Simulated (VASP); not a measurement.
WC (Qusongite):

```
W C
1.0
     2.90650    0.00000    0.00000
    -1.45325    2.51710    0.00000
     0.00000    0.00000    2.83660
W C
1 1
Direct
  0.00000 0.00000 0.00000
  0.66667 0.33333 0.50000
```

Base run:

```yaml
Program: VASP 6.6.1
Functional: PBE
Potentials_or_basis: VASP PAW PBE potentials, release 64 (W_sv, C)
Cutoff: 520 eV
k_mesh: 13 × 13 × 12
Occupations: fermi-dirac, width 0.05 eV
Spin: collinear spin, ferromagnetic start
Starting_moments: "[2.0, 0.0] μB"
```

Its results: band gap on the k mesh zero (filled and empty bands overlap); pressure 6.7 GPa; net moment 0.00 μB per cell.

The run is repeated on the same cell with these changes: functional from PBE to r2SCAN. What comes out?

Band gap on the k mesh zero (filled and empty bands overlap); pressure 3.4 GPa; net moment 0.00 μB per cell.

Caveats: spin-orbit coupling is left out, which moves the levels of the heavy elements; the PAW data sets were made with another functional, which shifts forces and pressure a little (some runs).
